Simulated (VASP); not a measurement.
Input of a VASP 6.6.1 run:

File INCAR:

```
SYSTEM = Sn
PREC     = Accurate       ! precision mode
ENCUT    = 600            ! plane-wave cutoff, eV
EDIFF    = 1E-6           ! SCF threshold, eV
ISMEAR   = 0              ! smearing method
SIGMA    = 0.02           ! smearing width, eV
LREAL    = .FALSE.        ! projectors in reciprocal space
LASPH    = .TRUE.         ! aspherical terms in the spheres
NELM     = 60             ! most SCF steps
ALGO     = Normal         ! electronic algorithm
ISIF     = 3              ! what is computed and relaxed
LWAVE    = .FALSE.        ! write WAVECAR
LCHARG   = .FALSE.        ! write CHGCAR
GGA      = PS             ! functional
IBRION   = 2              ! ionic algorithm
NSW      = 80             ! ionic steps
EDIFFG   = -0.01          ! ionic threshold
```

File KPOINTS:

```
regular mesh
0
G
  11 11 11
  0 0 0
```

The input POSCAR:

```
Sn
1.0
    0.0000000000      3.2333430000      3.2333430000
    3.2333430000      0.0000000000      3.2333430000
    3.2333430000      3.2333430000      0.0000000000
Sn
2
Direct
    0.0000000000      0.0000000000      0.0000000000
    0.2500000000      0.2500000000      0.2500000000
```

Potentials or basis: VASP PAW PBE potentials, release 64 (Sn_d).

Launch:

```console
$ cat potpaw_PBE.64/Sn_d/POTCAR > POTCAR
$ mpirun -np 1 vasp_std > vasp.out
```

Predict the relaxed cell.

a = 4.623 Å, b = 4.623 Å, c = 4.623 Å, α = 60.00°, β = 60.00°, γ = 60.00°.

Estimate the space group after relaxing (to 0.1 Å).

Fd-3m (No. 227).

What does it give for the band gap on the k mesh?

Zero (bands 14 and 15 overlap by 0.18 eV).

Final structure:
```
Sn
1.0
     0.00000    3.26899    3.26899
     3.26899    0.00000    3.26899
     3.26899    3.26899    0.00000
Sn
2
Direct
  0.00000 0.00000 0.00000
  0.25000 0.25000 0.25000
```

Caveat: spin-orbit coupling is left out, which moves the levels of the heavy elements. Zero-point motion and thermal expansion aren't in these numbers.
